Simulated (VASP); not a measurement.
# KF (Fm-3m) in VASP: a series of runs

The runs below take KF through single point, relaxation of cell and atoms, with r2SCAN.

All numbers are computed with VASP 6.6.1; they aren't measurements. Logs are shortened: lines on timing, memory, paths and dates and some standing lists are left out, and cuts for length are marked.

## Step 1: The cell of the first run

It takes space group Fm-3m (No. 225, cubic). The conventional cell has a = 5.317 Å, b = 5.317 Å, c = 5.317 Å, α = 90.00°, β = 90.00°, γ = 90.00°. Within 3.5 Å of K (site symmetry m-3m) lie 6 F at 2.66 Å. Within 3.5 Å of F (site symmetry m-3m) lie 6 K at 2.66 Å.

## Step 2: Single point, r2SCAN

POSCAR reads:

```
KF
1.0
    0.0000000000      2.6587478551      2.6587478551
    2.6587478551      0.0000000000      2.6587478551
    2.6587478551      2.6587478551      0.0000000000
K F
1 1
Direct
    0.0000000000      0.0000000000      0.0000000000
    0.5000000000      0.5000000000      0.5000000000
```

INCAR.step1 reads:

```
PREC = Accurate ; ENCUT = 520
ISMEAR = 0 ; SIGMA = 0.02
LREAL = False ; LASPH = True
NELM = 100 ; NBANDS = 15
GGA = PE ; ALGO = Normal
EDIFF = 1E-4 ; LWAVE = True
LCHARG = False
```

INCAR.step2 reads:

```
PREC = Accurate ; ENCUT = 520
EDIFF = 1E-6 ; ISMEAR = 0
SIGMA = 0.02 ; LREAL = False
LASPH = True ; NELM = 100
ALGO = Normal ; ISIF = 2
LWAVE = False ; LCHARG = False
METAGGA = R2SCAN ; LMIXTAU = True
NBANDS = 15 ; ISTART = 1
```

KPOINTS reads:

```
regular mesh
0
Gamma
  8 8 8
```

Potentials or basis: VASP PAW PBE potentials, release 64 (K_sv, F).

On the command line:

```sh
> cat potpaw_PBE.64/K_sv/POTCAR potpaw_PBE.64/F/POTCAR > POTCAR
> cp INCAR.step1 INCAR
> mpirun -np 1 vasp_std > vasp.out
> cp INCAR.step2 INCAR
> mpirun -np 1 vasp_std > vasp.out
```

OUTCAR:

```text
PREC = Accurate
   ENCUT = 520
   EDIFF = 1E-6
   ISMEAR = 0
   LREAL = False
   LASPH = True
   NELM = 100
   ISIF = 2
   METAGGA = R2SCAN
   ISTART = 1

 ion  position               nearest neighbor table
   1  0.000  0.000  0.000-   2 2.66   2 2.66   2 2.66   2 2.66   2 2.66   2 2.66
   2  0.500  0.500  0.500-   1 2.66   1 2.66   1 2.66   1 2.66   1 2.66   1 2.66

  LATTYP: Found a face centered cubic cell.
 ALAT       =     5.3174957102

  Lattice vectors:

 A1 = (   0.0000000000,   2.6587478551,   2.6587478551)
 A2 = (   2.6587478551,   0.0000000000,   2.6587478551)
 A3 = (   2.6587478551,   2.6587478551,   0.0000000000)

Analysis of symmetry for initial positions (statically):
=====================================================================
 Subroutine PRICEL returns:
 Original cell was already a primitive cell.

 Routine SETGRP: Setting up the symmetry group for a
 face centered cubic supercell.

 Subroutine GETGRP returns: Found 48 space group operations
 (whereof 48 operations were pure point group operations)
 out of a pool of 48 trial point group operations.

The static configuration has the point symmetry O_h .

Analysis of symmetry for dynamics (positions and initial velocities):
=====================================================================
 Subroutine PRICEL returns:
 Original cell was already a primitive cell.

 Routine SETGRP: Setting up the symmetry group for a
 face centered cubic supercell.

 Subroutine GETGRP returns: Found 48 space group operations
 (whereof 48 operations were pure point group operations)
 out of a pool of 48 trial point group operations.

The dynamic configuration has the point symmetry O_h .

 Subroutine INISYM returns: Found 48 space group operations
 (whereof 48 operations are pure point group operations),
 and found     1 'primitive' translations

----------------------------------------------------------------------------------------

                                     Primitive cell

  volume of cell :      37.5891

  direct lattice vectors                    reciprocal lattice vectors
     0.000000000  2.658747855  2.658747855    -0.188058450  0.188058450  0.188058450
     2.658747855  0.000000000  2.658747855     0.188058450 -0.188058450  0.188058450
     2.658747855  2.658747855  0.000000000     0.188058450  0.188058450 -0.188058450

  length of vectors
     3.760037276  3.760037276  3.760037276     0.325726790  0.325726790  0.325726790

  position of ions in fractional coordinates (direct lattice)
     0.000000000  0.000000000  0.000000000
     0.500000000  0.500000000  0.500000000

  ion indices of the primitive-cell ions
[... 88 lines left out ...]
   EMIN   =  10.00;   EMAX   =-10.00  energy-range for DOS
   EFERMI =   0.00;   METHOD = LEGACY
   ISMEAR =     0;   SIGMA  =   0.02  broadening in eV -4-tet -1-fermi 0-gaus
   EFERMI_NEDOS =   21; number of points for ismear=-14 and -15
   IALGO  =     38    algorithm
   IMIX   =      4    mixing-type and parameters
     AMIX     =   0.40;   BMIX     =  1.00
     AMIX_MAG =   1.60;   BMIX_MAG =  1.00
  volume/ion in A,a.u.               =      18.79       126.83
  Fermi-wavevector in a.u.,A,eV,Ry     =   1.231481  2.327161 20.633850  1.516545
  Thomas-Fermi vector in A             =   2.366289
   LORBIT       =      0    0 simple, 1 ext, 2 COOP (PROOUT), +10 PAW based schemes
   METAGGA = R2SCAN    functional components
   LHFCALC =     F    Hartree Fock is set to
   AEXX    =    0.0000 exact exchange contribution
   IVDW    =     0    specifies the selected vdW correction
   LEPSILON=     F    determine dielectric tensor
   LRPA    =     F    only Hartree local field effects (RPA)
 non-spin polarized calculation
 Gauss-broadening in eV      SIGMA  =   0.02
  energy-cutoff  :      520.00
  volume of cell :       37.59
 maximum number of plane-waves:      1036
   NGX = 13   NGY = 13   NGZ = 13

 number of electron      16.0000010 magnetization

 Free energy of the ion-electron system (eV)
  ---------------------------------------------------
  ext. energy  EPLUGINS =         0.00000000
  ---------------------------------------------------
  free energy    TOTEN  =       -14.97291794 eV

  energy without entropy =      -14.97291794  energy(sigma->0) =      -14.97291794

 E-fermi :  -3.1586     XC(G=0):  -8.9730

 val. band max:       -3.3113590204   @ k =   0.0000   0.0000   0.0000
 cond. band min:       3.5976673518   @ k =   0.0000   0.0000   0.0000
 fundamental gap:      6.9090263722
 Fermi energy:        -3.1585791533

 k-point     1 :       0.0000    0.0000    0.0000
  band No.  band energies     occupation
      1     -30.3936      2.00000
      2     -23.1080      2.00000
      3     -12.8681      2.00000
      4     -12.8681      2.00000
      5     -12.8681      2.00000
      6      -3.3114      2.00000
      7      -3.3114      2.00000
      8      -3.3114      2.00000
      9       3.5977      0.00000
     10       8.1819      0.00000
     11       8.1819      0.00000
     12       8.1819      0.00000
     13      10.0637      0.00000
     14      10.0637      0.00000
[... 401 lines left out ...]
      2     -23.1805      2.00000
      3     -13.1982      2.00000
      4     -13.0902      2.00000
      5     -12.9416      2.00000
      6      -3.8699      2.00000
      7      -3.5870      2.00000
      8      -3.5612      2.00000
      9       6.7539      0.00000
     10       7.4713      0.00000
     11       9.3634      0.00000
     12      10.3639      0.00000
     13      11.7314      0.00000
     14      12.7710      0.00000
     15      13.2265      0.00000

 [... further k-points ...]

------------------------ aborting loop because EDIFF is reached ----------------------------------------

  FORCE on cell =-STRESS in cart. coord.  units (eV):
  Direction    XX          YY          ZZ          XY          YZ          ZX
  --------------------------------------------------------------------------------------
  -------------------------------------------------------------------------------------
  Total       -0.0056973     -0.0056973     -0.0056973      0.0000000     -0.0000000      0.0000000
  in kB       -0.2428378     -0.2428378     -0.2428378      0.0000000     -0.0000000      0.0000000
  external PRESSURE =      -0.2428378 kB  Pullay stress =       0.0000000 kB

 VOLUME and BASIS-vectors are now :
 -----------------------------------------------------------------------------
  energy-cutoff  :      520.00
  volume of cell :       37.59
      direct lattice vectors                 reciprocal lattice vectors
     0.000000000  2.658747855  2.658747855    -0.188058450  0.188058450  0.188058450
     2.658747855  0.000000000  2.658747855     0.188058450 -0.188058450  0.188058450
     2.658747855  2.658747855  0.000000000     0.188058450  0.188058450 -0.188058450

 POSITION                                       TOTAL-FORCE (eV/Angst)
 -----------------------------------------------------------------------------------
      0.00000      0.00000      0.00000         0.000000      0.000000     -0.000000
      2.65875      2.65875      2.65875        -0.000000     -0.000000      0.000000
 -----------------------------------------------------------------------------------
    total drift:                                0.000000      0.000000      0.000000

  FREE ENERGIE OF THE ION-ELECTRON SYSTEM (eV)
  ---------------------------------------------------
  free  energy   TOTEN  =       -14.9729179389 eV

  energy  without entropy=      -14.9729179389  energy(sigma->0) =      -14.97291794
```

OUTCAR.step1:

```text
PREC = Accurate
   ENCUT = 520
   ISMEAR = 0
   LREAL = False
   LASPH = True
[... 653 lines left out ...]
      0.00000      0.00000      0.00000         0.000000      0.000000      0.000000
      2.65875      2.65875      2.65875         0.000000      0.000000      0.000000
 -----------------------------------------------------------------------------------
    total drift:                                0.000000      0.000000      0.000000

  FREE ENERGIE OF THE ION-ELECTRON SYSTEM (eV)
  ---------------------------------------------------
  free  energy   TOTEN  =        -8.2834816968 eV

  energy  without entropy=       -8.2834816968  energy(sigma->0) =       -8.28348170
```

Run time: 30 s. Hardware: 1 thread of Intel Xeon 6975P-C (Granite Rapids), shared host; peak memory 0.17 GiB.

Results:

```
Free energy            : -14.9729 eV
Pressure               : 0.0 GPa
Band gap on the k mesh : 6.91 eV
```

Levels at points of the mesh, in eV from the valence-band top:
```csv
k point,band 4,band 5,band 6,band 7,band 8,band 9,band 10,band 11,band 12,band 13
"(0.00, 0.00, 0.00)",-9.56,-9.56,0.00,0.00,0.00,6.91,11.49,11.49,11.49,13.38
"(0.50, 0.00, 0.00)",-9.59,-9.59,-0.78,-0.35,-0.35,9.74,11.36,12.99,12.99,15.38
"(0.50, 0.50, 0.00)",-9.77,-9.77,-0.20,-0.05,-0.05,8.78,11.31,12.55,14.71,15.22
```

Caveat: the PAW data sets were made with another functional, which shifts forces and pressure a little. A k mesh can miss the band edges.

## Step 3: Relaxation of cell and atoms, r2SCAN

This run uses another cell than the first one, of 19.11 Å³/atom.

POSCAR reads:

```
KF
1.0
    0.0000000000      2.6735000000      2.6735000000
    2.6735000000      0.0000000000      2.6735000000
    2.6735000000      2.6735000000      0.0000000000
K F
1 1
Direct
    0.0000000000      0.0000000000      0.0000000000
    0.5000000000      0.5000000000      0.5000000000
```

INCAR.step1 reads:

```
  PREC = Accurate
  ENCUT = 600
  ISMEAR = 0
  SIGMA = 0.02
  LREAL = False
  LASPH = True
  NELM = 100
  GGA = PE
  ALGO = Normal
  EDIFF = 1E-4
  LWAVE = True
  LCHARG = False
```

INCAR.step2 reads:

```
  PREC = Accurate
  ENCUT = 600
  EDIFF = 1E-6
  ISMEAR = 0
  SIGMA = 0.02
  LREAL = False
  LASPH = True
  NELM = 100
  ALGO = Normal
  ISIF = 3
  LWAVE = False
  LCHARG = False
  METAGGA = R2SCAN
  LMIXTAU = True
  IBRION = 2
  NSW = 100
  EDIFFG = -0.005
  ISTART = 1
```

KPOINTS is that of step 2.

Potentials or basis: VASP PAW PBE potentials, release 64 (K_sv, F).

On the command line:

```sh
> cat potpaw_PBE.64/K_sv/POTCAR potpaw_PBE.64/F/POTCAR > POTCAR
> cp INCAR.step1 INCAR
> mpirun -np 1 vasp_std > vasp.out
> cp INCAR.step2 INCAR
> mpirun -np 1 vasp_std > vasp.out
```

Wall time 82 s (1 thread of Intel Xeon 6975P-C (Granite Rapids), shared host); peak memory 0.18 GiB.

Results (log left out):

```
Free energy                           : -14.9768 eV
Relaxed volume                        : 18.79 Å³/atom
Relaxed cell                          : a = 3.760 Å, b = 3.760 Å, c = 3.760 Å, α = 60.00°, β = 60.00°, γ = 60.00°
Space group after relaxing (to 0.1 Å) : Fm-3m (No. 225)
Energy gained by relaxing             : 0.6 meV/atom
Ionic steps                           : 3
Pressure after relaxing               : 0.0 GPa
Band gap on the k mesh                : 6.91 eV
```

The path:
```
step  energy change (eV)  largest force (eV/Å)  pressure (GPa)  volume (Å³)
   1              0.0000                0.0000           -0.60        38.22
   2             -0.0011                0.0000           -0.25        37.82
   3             -0.0013                0.0000           -0.03        37.58
```

Final structure:
```
K F
1.0
     0.00000    2.65856    2.65856
     2.65856    0.00000    2.65856
     2.65856    2.65856    0.00000
K F
1 1
Direct
  0.00000 0.00000 0.00000
  0.50000 0.50000 0.50000
```

Levels at points of the mesh, in eV from the valence-band top:
```tsv
k point	band 5	band 6	band 7	band 8	band 9	band 10	band 11	band 12
(0.00, 0.00, 0.00)	-9.55	0.00	0.00	0.00	6.91	11.50	11.50	11.50
(0.50, 0.00, 0.00)	-9.59	-0.78	-0.35	-0.35	9.74	11.36	13.00	13.00
(0.50, 0.50, 0.00)	-9.77	-0.20	-0.05	-0.05	8.78	11.31	12.55	14.71
```

Caveat: the PAW data sets were made with another functional, which shifts forces and pressure a little.
